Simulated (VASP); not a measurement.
# Ge (Fddd) in VASP: further runs

Runs on Ge. Level: r2SCAN. Tasks: single point.

All numbers are computed with VASP 6.6.1; they aren't measurements. Logs are shortened: lines on timing, memory, paths and dates and some standing lists are left out, and cuts for length are marked.

## (1) The cell of the first run

The structure is orthorhombic, space group Fddd (No. 70). The conventional cell has a = 5.559 Å, b = 5.658 Å, c = 5.757 Å, α = 90.00°, β = 90.00°, γ = 90.00°. Ge (site symmetry 222) has 4 Ge at 2.45 Å within 3.2 Å.

## (2) Single point, r2SCAN (strain +0.0175 x Voigt [1, -1, 0, 0, 0, 0])

File POSCAR:

```
Ge
1.0
    0.0000000000      2.7792665250      2.8287700000
    2.8782734750      0.0000000000      2.8287700000
    2.8782734750      2.7792665250      0.0000000000
Ge
2
Direct
    0.5000000000      0.5000000000      0.5000000000
    0.7500000000      0.7500000000      0.7500000000
```

File INCAR.step1:

```
ALGO = Normal ; EDIFF = 1E-4
ENCUT = 520 ; GGA = PE
ISMEAR = 0 ; LASPH = True
LCHARG = False ; LREAL = False
LWAVE = True ; NBANDS = 21
NELM = 60 ; PREC = Accurate
SIGMA = 0.05
```

File INCAR.step2:

```
ALGO = Normal ; EDIFF = 1E-6
ENCUT = 520 ; ISIF = 2
ISMEAR = 0 ; ISTART = 1
LASPH = True ; LCHARG = False
LMIXTAU = True ; LREAL = False
LWAVE = False ; METAGGA = R2SCAN
NBANDS = 21 ; NELM = 60
PREC = Accurate ; SIGMA = 0.05
```

File KPOINTS:

```
k-points
0
Gamma
  10 10 10
```

Potentials or basis: VASP PAW PBE potentials, release 64 (Ge_d).

Run with:

```console
$ cat potpaw_PBE.64/Ge_d/POTCAR > POTCAR
$ cp INCAR.step1 INCAR
$ mpirun -np 1 vasp_std > vasp.out
$ cp INCAR.step2 INCAR
$ mpirun -np 1 vasp_std > vasp.out
```

OUTCAR:

```text
EDIFF = 1E-6
   ENCUT = 520
   ISIF = 2
   ISMEAR = 0
   ISTART = 1
   LASPH = True
   LREAL = False
   METAGGA = R2SCAN
   NELM = 60
   PREC = Accurate

 ion  position               nearest neighbor table
   1  0.500  0.500  0.500-   2 2.45   2 2.45   2 2.45   2 2.45
   2  0.750  0.750  0.750-   1 2.45   1 2.45   1 2.45   1 2.45

  LATTYP: Found a face centered orthorhombic cell.
 ALAT       =     5.5585330500
 B/A-ratio  =     1.0178117048
 C/A-ratio  =     1.0356234097

  Lattice vectors:

 A1 = (  -2.8782734750,   0.0000000000,  -2.8287700000)
 A2 = (  -2.8782734750,   2.7792665250,   0.0000000000)
 A3 = (   0.0000000000,   2.7792665250,  -2.8287700000)

Analysis of symmetry for initial positions (statically):
=====================================================================
 Subroutine PRICEL returns:
 Original cell was already a primitive cell.

 Routine SETGRP: Setting up the symmetry group for a
 face centered orthorhombic supercell.

 Subroutine GETGRP returns: Found  8 space group operations
 (whereof  4 operations were pure point group operations)
 out of a pool of  8 trial point group operations.

The static configuration has the point symmetry D_2 .
 The point group associated with its full space group is D_2h.

Analysis of symmetry for dynamics (positions and initial velocities):
=====================================================================
 Subroutine PRICEL returns:
 Original cell was already a primitive cell.

 Routine SETGRP: Setting up the symmetry group for a
 face centered orthorhombic supercell.

 Subroutine GETGRP returns: Found  8 space group operations
 (whereof  4 operations were pure point group operations)
 out of a pool of  8 trial point group operations.

The dynamic configuration has the point symmetry D_2 .
 The point group associated with its full space group is D_2h.

 Subroutine INISYM returns: Found  8 space group operations
 (whereof  4 operations are pure point group operations),
 and found     1 'primitive' translations

----------------------------------------------------------------------------------------

                                     Primitive cell

  volume of cell :      45.2574

  direct lattice vectors                    reciprocal lattice vectors
     0.000000000  2.779266525  2.828770000    -0.173715251  0.179903581  0.176755268
     2.878273475  0.000000000  2.828770000     0.173715251 -0.179903581  0.176755268
     2.878273475  2.779266525  0.000000000     0.173715251  0.179903581 -0.176755268

  length of vectors
     3.965635148  4.035640954  4.001097426     0.306242897  0.306242897  0.306242897

  position of ions in fractional coordinates (direct lattice)
     0.500000000  0.500000000  0.500000000
     0.750000000  0.750000000  0.750000000

  ion indices of the primitive-cell ions
   primitive index   ion index
                 1           1
                 2           2

----------------------------------------------------------------------------------------

 KPOINTS: k-points

Automatic generation of k-mesh.
 Grid dimensions read from file:
 generate k-points for:   10   10   10

 Generating k-lattice:

  Cartesian coordinates                     Fractional coordinates (reciprocal lattice)
    -0.017371525  0.017990358  0.017675527     0.100000000  0.000000000  0.000000000
     0.017371525 -0.017990358  0.017675527    -0.000000000  0.100000000 -0.000000000
     0.017371525  0.017990358 -0.017675527     0.000000000  0.000000000  0.100000000

  Length of vectors
     0.030624290  0.030624290  0.030624290

  Shift w.r.t. Gamma in fractional coordinates (k-lattice)
     0.000000000  0.000000000  0.000000000

 Subroutine IBZKPT returns following result:
 ===========================================

 Found    171 irreducible k-points:

 Following reciprocal coordinates:
            Coordinates               Weight
  0.000000  0.000000  0.000000      1.000000
  0.100000 -0.000000  0.000000      8.000000
  0.200000 -0.000000  0.000000      8.000000
  0.300000 -0.000000  0.000000      8.000000
  0.400000 -0.000000  0.000000      8.000000
  0.500000 -0.000000  0.000000      4.000000
[... 16 lines left out ...]
  0.300000  0.300000  0.000000      2.000000
  0.400000  0.300000 -0.000000      8.000000
 [... further k-points ...]
   k-points           NKPTS =    171   k-points in BZ     NKDIM =    171   number of bands    NBANDS=     21
   number of dos      NEDOS =    301   number of ions     NIONS =      2
   total plane-waves  NPLWV =  27000
   dimension x,y,z NGX =    30 NGY =   30 NGZ =   30
   dimension x,y,z NGXF=    60 NGYF=   60 NGZF=   60
   ions per type =               2
   NGX,Y,Z   is equivalent  to a cutoff of  12.58, 12.36, 12.47 a.u.
   NGXF,Y,Z  is equivalent  to a cutoff of  25.15, 24.72, 24.93 a.u.
 SYSTEM =  unknown system
   PREC   = accura    normal or accurate (medium, high low for compatibility)
   ISTART =      1    job   : 0-new  1-cont  2-samecut
   ICHARG =      0    charge: 1-file 2-atom 10-const
   ISPIN  =      1    spin polarized calculation?
   LNONCOLLINEAR =      F non collinear calculations
   LSORBIT =      F    spin-orbit coupling
   LASPH  =      T    aspherical Exc in radial PAW
   ENCUT  =  520.0 eV  38.22 Ry    6.18 a.u.   7.37  7.50  7.44*2*pi/ulx,y,z
   NELM   =     60;   NELMIN=  2; NELMDL=  0     # of ELM steps
   EDIFF  = 0.1E-05   stopping-criterion for ELM
   LREAL  =      F    real-space projection
   EDIFFG = 0.1E-04   stopping-criterion for IOM
   NSW    =      0    number of steps for IOM
   IBRION =     -1    ionic relax: 0-MD 1-quasi-New 2-CG
   NFREE  =      0    steps in history (QN), initial steepest desc. (CG)
   ISIF   =      2    stress and relaxation
   ISYM   =      2    0-nonsym 1-usesym 2-fastsym
   POTIM  = 0.5000    time-step for ionic-motion
   TEBEG  =    0.0;   TEEND  =   0.0 temperature during run
   PSTRESS=    0.0 pullay stress
   NELECT =      28.0000    total number of electrons
   NUPDOWN=      -1.0000    fix difference up-down
   EMIN   =  10.00;   EMAX   =-10.00  energy-range for DOS
   EFERMI =   0.00;   METHOD = LEGACY
   ISMEAR =     0;   SIGMA  =   0.05  broadening in eV -4-tet -1-fermi 0-gaus
   EFERMI_NEDOS =   21; number of points for ismear=-14 and -15
   IALGO  =     38    algorithm
   IMIX   =      4    mixing-type and parameters
     AMIX     =   0.40;   BMIX     =  1.00
     AMIX_MAG =   1.60;   BMIX_MAG =  1.00
  volume/ion in A,a.u.               =      22.63       152.71
  Fermi-wavevector in a.u.,A,eV,Ry     =   1.394968  2.636107 26.476059  1.945935
  Thomas-Fermi vector in A             =   2.518465
   LORBIT       =      0    0 simple, 1 ext, 2 COOP (PROOUT), +10 PAW based schemes
   METAGGA = R2SCAN    functional components
   LHFCALC =     F    Hartree Fock is set to
   AEXX    =    0.0000 exact exchange contribution
   IVDW    =     0    specifies the selected vdW correction
   LEPSILON=     F    determine dielectric tensor
   LRPA    =     F    only Hartree local field effects (RPA)
 non-spin polarized calculation
 Gauss-broadening in eV      SIGMA  =   0.05
  energy-cutoff  :      520.00
  volume of cell :       45.26
 maximum number of plane-waves:      1243
 NGX is ok and might be reduce to    30
   NGX = 15   NGY = 15   NGZ = 15

 number of electron      28.0000026 magnetization

 Free energy of the ion-electron system (eV)
  ---------------------------------------------------
  ext. energy  EPLUGINS =         0.00000000
  ---------------------------------------------------
  free energy    TOTEN  =       -27.73419001 eV

  energy without entropy =      -27.73418993  energy(sigma->0) =      -27.73418997

 E-fermi :   5.0755     XC(G=0): -10.8224

 val. band max:        4.9474807453   @ k =   0.0000   0.0000   0.0000
 cond. band min:       5.2048556362   @ k =   0.0000   0.0000   0.0000
 fundamental gap:      0.2573748909
 Fermi energy:         5.0755264554

 k-point     1 :       0.0000    0.0000    0.0000
  band No.  band energies     occupation
      1     -20.6939      2.00000
      2     -20.6890      2.00000
      3     -20.6845      2.00000
      4     -20.6514      2.00000
      5     -20.6479      2.00000
      6     -20.4397      2.00000
[... 13 lines left out ...]
     20      14.4220      0.00000
     21      15.0361      0.00000

 k-point     2 :       0.1000   -0.0000    0.0000
  band No.  band energies     occupation
      1     -20.6982      2.00000
      2     -20.6930      2.00000
      3     -20.6865      2.00000
      4     -20.6426      2.00000
      5     -20.6399      2.00000
      6     -20.4444      2.00000
[... 13 lines left out ...]
     20      13.8031      0.00000
     21      14.2704      0.00000

 k-point     3 :       0.2000   -0.0000    0.0000
  band No.  band energies     occupation
      1     -20.7075      2.00000
      2     -20.7013      2.00000
      3     -20.6832      2.00000
      4     -20.6271      2.00000
      5     -20.6253      2.00000
      6     -20.4541      2.00000
[... 13 lines left out ...]
     20      13.5091      0.00000
     21      13.7340      0.00000

 k-point     4 :       0.3000   -0.0000    0.0000
  band No.  band energies     occupation
      1     -20.7144      2.00000
      2     -20.7069      2.00000
      3     -20.6779      2.00000
      4     -20.6144      2.00000
      5     -20.6133      2.00000
      6     -20.4626      2.00000
[... 13 lines left out ...]
     20      13.9505      0.00000
     21      14.0031      0.00000

 k-point     5 :       0.4000   -0.0000    0.0000
  band No.  band energies     occupation
      1     -20.7180      2.00000
      2     -20.7093      2.00000
      3     -20.6734      2.00000
      4     -20.6077      2.00000
      5     -20.6068      2.00000
      6     -20.4670      2.00000
[... 13 lines left out ...]
     20      15.1818      0.00000
     21      15.3723      0.00000
[... 382 lines left out ...]
     20      14.7444      0.00000
     21      16.8764      0.00000

 k-point    22 :      -0.2000    0.2000   -0.0000
  band No.  band energies     occupation
      1     -20.7199      2.00000
      2     -20.7192      2.00000
      3     -20.6617      2.00000
      4     -20.6156      2.00000
      5     -20.5901      2.00000
      6     -20.4887      2.00000
[... 13 lines left out ...]
     20      15.3334      0.00000
     21      15.8654      0.00000

 k-point    23 :       0.3000    0.3000    0.0000
  band No.  band energies     occupation
      1     -20.7163      2.00000
      2     -20.7101      2.00000
      3     -20.6902      2.00000
      4     -20.5988      2.00000
      5     -20.5553      2.00000
      6     -20.5466      2.00000
[... 13 lines left out ...]
     20      16.3498      0.00000
     21      16.7276      0.00000

 k-point    24 :       0.4000    0.3000   -0.0000
  band No.  band energies     occupation
      1     -20.7249      2.00000
      2     -20.7170      2.00000
      3     -20.6730      2.00000
      4     -20.5826      2.00000
      5     -20.5650      2.00000
      6     -20.5372      2.00000
[... 13 lines left out ...]
     20      17.0766      0.00000
     21      17.2524      0.00000

 [... further k-points ...]
[... 5 lines left out ...]
  --------------------------------------------------------------------------------------
  -------------------------------------------------------------------------------------
  Total       -0.2117715      0.6096347      0.2278796      0.0000000      0.0000000      0.0000000
  in kB       -7.4970114     21.5819351      8.0672621      0.0000000      0.0000000      0.0000000
  external PRESSURE =       7.3840619 kB  Pullay stress =       0.0000000 kB

 VOLUME and BASIS-vectors are now :
 -----------------------------------------------------------------------------
  energy-cutoff  :      520.00
  volume of cell :       45.26
      direct lattice vectors                 reciprocal lattice vectors
     0.000000000  2.779266525  2.828770000    -0.173715251  0.179903581  0.176755268
     2.878273475  0.000000000  2.828770000     0.173715251 -0.179903581  0.176755268
     2.878273475  2.779266525  0.000000000     0.173715251  0.179903581 -0.176755268

 POSITION                                       TOTAL-FORCE (eV/Angst)
 -----------------------------------------------------------------------------------
      2.87827      2.77927      2.82877        -0.000000     -0.000000     -0.000000
      4.31741      4.16890      4.24315         0.000000      0.000000      0.000000
 -----------------------------------------------------------------------------------
    total drift:                                0.000000     -0.000000     -0.000000

  FREE ENERGIE OF THE ION-ELECTRON SYSTEM (eV)
  ---------------------------------------------------
  free  energy   TOTEN  =       -27.7341900083 eV

  energy  without entropy=      -27.7341899269  energy(sigma->0) =      -27.73418997
```

Wall time 5.6 min (1 thread of Intel Xeon Platinum 8559C (Emerald Rapids), shared host); peak memory 0.26 GiB.

What came out:

| Property | Result |
| --- | --- |
| Free energy | -27.7342 eV |
| Pressure | 0.7 GPa |
| Band gap on the k mesh | 0.26 eV, direct |

Stress tensor (GPa, compression positive):
```
-0.75  0.00  0.00
 0.00  2.16  0.00
 0.00  0.00  0.81
```

Levels at points of the mesh, in eV from the valence-band top:
```tsv
k point	band 10	band 11	band 12	band 13	band 14	band 15	band 16	band 17	band 18	band 19
(0.00, 0.00, 0.00)	-25.36	-13.45	-0.29	-0.14	0.00	0.26	2.48	2.58	2.67	6.93
(0.50, 0.00, 0.00)	-25.33	-11.25	-8.01	-1.77	-1.48	0.28	3.78	3.96	7.53	10.99
(0.50, 0.50, 0.00)	-25.32	-9.36	-9.36	-3.36	-3.36	0.83	0.83	9.89	9.89	12.09
(0.50, 0.00, 0.50)	-25.33	-9.27	-9.27	-3.49	-3.49	0.68	0.68	9.96	9.96	12.24
(0.00, 0.50, 0.50)	-25.32	-9.45	-9.45	-3.24	-3.24	0.98	0.98	9.93	9.93	12.10
```

Caveat: the cell differs from its parent crystal (strain +0.0175 x Voigt [1, -1, 0, 0, 0, 0]); the PAW data sets were made with another functional, which shifts forces and pressure a little.

## (3) Single point, r2SCAN (strain +0.0125 x Voigt [1, -1, 0, 0, 0, 0])

File POSCAR:

```
Ge
1.0
    0.0000000000      2.7934103750      2.8287700000
    2.8641296250      0.0000000000      2.8287700000
    2.8641296250      2.7934103750      0.0000000000
Ge
2
Direct
    0.5000000000      0.5000000000      0.5000000000
    0.7500000000      0.7500000000      0.7500000000
```

File INCAR.step1:

```
PREC = Accurate
ENCUT = 520
ISMEAR = 0
SIGMA = 0.05
LREAL = F
LASPH = T
NELM = 100
NBANDS = 21
GGA = PE
ALGO = Normal
EDIFF = 1E-4
LWAVE = T
LCHARG = F
```

File INCAR.step2:

```
PREC = Accurate
ENCUT = 520
EDIFF = 1E-7
ISMEAR = 0
SIGMA = 0.05
LREAL = F
LASPH = T
NELM = 100
ALGO = Normal
ISIF = 2
LWAVE = F
LCHARG = F
METAGGA = R2SCAN
LMIXTAU = T
NBANDS = 21
ISTART = 1
```

File KPOINTS:

```
regular mesh
0
Gamma
  10 10 10
```

Potentials or basis: VASP PAW PBE potentials, release 64 (Ge_d).

Run with:

```console
$ cat potpaw_PBE.64/Ge_d/POTCAR > POTCAR
$ cp INCAR.step1 INCAR
$ mpirun -np 1 vasp_std > vasp.out
$ cp INCAR.step2 INCAR
$ mpirun -np 1 vasp_std > vasp.out
```

OUTCAR:

```text
PREC = Accurate
   ENCUT = 520
   EDIFF = 1E-7
   ISMEAR = 0
   LREAL = F
   LASPH = T
   NELM = 100
   ISIF = 2
   METAGGA = R2SCAN
   ISTART = 1

 ion  position               nearest neighbor table
   1  0.500  0.500  0.500-   2 2.45   2 2.45   2 2.45   2 2.45
   2  0.750  0.750  0.750-   1 2.45   1 2.45   1 2.45   1 2.45

  LATTYP: Found a face centered orthorhombic cell.
 ALAT       =     5.5868207500
 B/A-ratio  =     1.0126582278
 C/A-ratio  =     1.0253164557

  Lattice vectors:

[... 190 lines left out ...]
      1     -20.6943      2.00000
      2     -20.6908      2.00000
      3     -20.6875      2.00000
      4     -20.6527      2.00000
      5     -20.6501      2.00000
      6     -20.4392      2.00000
[... 565 lines left out ...]
     20      17.1020      0.00000
     21      17.2239      0.00000

 [... further k-points ...]
[... 5 lines left out ...]
  --------------------------------------------------------------------------------------
  -------------------------------------------------------------------------------------
  Total       -0.0978453      0.4916842      0.2111892      0.0000000      0.0000000      0.0000000
  in kB       -3.4633442     17.4037088      7.4752758      0.0000000      0.0000000      0.0000000
  external PRESSURE =       7.1385468 kB  Pullay stress =       0.0000000 kB

 VOLUME and BASIS-vectors are now :
 -----------------------------------------------------------------------------
  energy-cutoff  :      520.00
  volume of cell :       45.26
      direct lattice vectors                 reciprocal lattice vectors
     0.000000000  2.793410375  2.828770000    -0.174573104  0.178992677  0.176755268
     2.864129625  0.000000000  2.828770000     0.174573104 -0.178992677  0.176755268
     2.864129625  2.793410375  0.000000000     0.174573104  0.178992677 -0.176755268

 POSITION                                       TOTAL-FORCE (eV/Angst)
 -----------------------------------------------------------------------------------
      2.86413      2.79341      2.82877        -0.000000      0.000000      0.000000
      4.29619      4.19012      4.24315         0.000000     -0.000000      0.000000
 -----------------------------------------------------------------------------------
    total drift:                                0.000000     -0.000000      0.000000

  FREE ENERGIE OF THE ION-ELECTRON SYSTEM (eV)
  ---------------------------------------------------
  free  energy   TOTEN  =       -27.7377561055 eV

  energy  without entropy=      -27.7377560987  energy(sigma->0) =      -27.73775610
```

OSZICAR.step1:

```text
N       E                     dE             d eps       ncg     rms          rms(c)
DAV:   1     0.193391560461E+03    0.19339E+03   -0.14600E+04  8038   0.365E+03
DAV:   2     0.187038641611E+02   -0.17469E+03   -0.16938E+03  7212   0.620E+02
DAV:   3    -0.817539102526E+01   -0.26879E+02   -0.26719E+02  8257   0.143E+02
DAV:   4    -0.907615618135E+01   -0.90077E+00   -0.90030E+00  8142   0.308E+01
DAV:   5    -0.909090202023E+01   -0.14746E-01   -0.14745E-01  8270   0.435E+00    0.320E+00
DAV:   6    -0.903214203244E+01    0.58760E-01   -0.21929E-02  8239   0.144E+00    0.190E+00
DAV:   7    -0.900137731545E+01    0.30765E-01   -0.48006E-02  8053   0.194E+00    0.146E-01
DAV:   8    -0.900305620618E+01   -0.16789E-02   -0.57689E-03  8227   0.904E-01    0.432E-02
DAV:   9    -0.900325738079E+01   -0.20117E-03   -0.23835E-04  6684   0.171E-01    0.140E-02
DAV:  10    -0.900327140290E+01   -0.14022E-04   -0.26394E-05  5537   0.554E-02
   1 F= -.90032714E+01 E0= -.90032493E+01  d E =-.441540E-04
```

Run time: 5.9 min. Hardware: 1 thread of Intel Xeon Platinum 8559C (Emerald Rapids), shared host; peak memory 0.26 GiB.

Results:

* Free energy: -27.7378 eV
* Pressure: 0.7 GPa
* Band gap on the k mesh: 0.30 eV, direct

Stress tensor (GPa, compression positive):
```
-0.35  0.00  0.00
 0.00  1.74  0.00
 0.00  0.00  0.75
```

Caveat: the cell differs from its parent crystal (strain +0.0125 x Voigt [1, -1, 0, 0, 0, 0]); the PAW data sets were made with another functional, which shifts forces and pressure a little. A k mesh can miss the band edges.
